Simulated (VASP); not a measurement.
Write the native input for VASP 6.6.1 that does the following.

```
Task                   : single point
Functional             : PBE
Potentials or basis    : VASP PAW PBE potentials, release 64 (Pd)
Cutoff                 : 520 eV
k mesh                 : 14 × 14 × 7
Occupations            : fermi-dirac, width 0.05 eV
Spin                   : collinear spin, zero start
Starting moments       : [0.0, 0.0] μB
Fixed moment           : 0 μB
Dipole correction      : no
Further INCAR settings : ALGO = Normal; EDIFF = 1e-06; NBANDS = 21
```

The structure of Pd lies in POSCAR:

```
Pd
1.0
    2.7836650458      0.0000000000      0.0000000000
   -1.3918325229      2.4107246453      0.0000000000
    0.0000000000      0.0000000000      4.6288930000
Pd
2
Direct
    0.6666666667      0.3333333333      0.7500000000
    0.3333333333      0.6666666667      0.2500000000
```

This isn't the form of Pd at room conditions, which is fcc.

The input as run:

INCAR

```
  ALGO = Normal
  EDIFF = 1E-6
  ENCUT = 520
  GGA = PE
  ISIF = 2
  ISMEAR = -1
  ISPIN = 2
  LASPH = True
  LCHARG = True
  LELF = True
  LMAXMIX = 4
  LORBIT = 11
  LREAL = False
  LVHAR = True
  LWAVE = False
  MAGMOM = 0 0
  NBANDS = 21
  NELM = 150
  NUPDOWN = 0.0
  PREC = Accurate
  SIGMA = 0.05
```

KPOINTS

```
k-points
0
Gamma
  14 14 7
```

Potentials or basis: VASP PAW PBE potentials, release 64 (Pd).

Command:

```sh
$ cat potpaw_PBE.64/Pd/POTCAR > POTCAR
$ mpirun -np 1 vasp_std > vasp.out
```

Results of the run:

The pressure is -1.7 GPa, the net moment is 0.00 μB per cell and the valence electrons inside the program's atomic spheres are Pd 9.34.

Caveat: the total moment is fixed, so each spin has its own Fermi level.

Wall time 54 s on 1 thread of Intel(R) Xeon(R) Platinum 8488C (Sapphire Rapids) (shared host), peak memory 0.23 GiB.
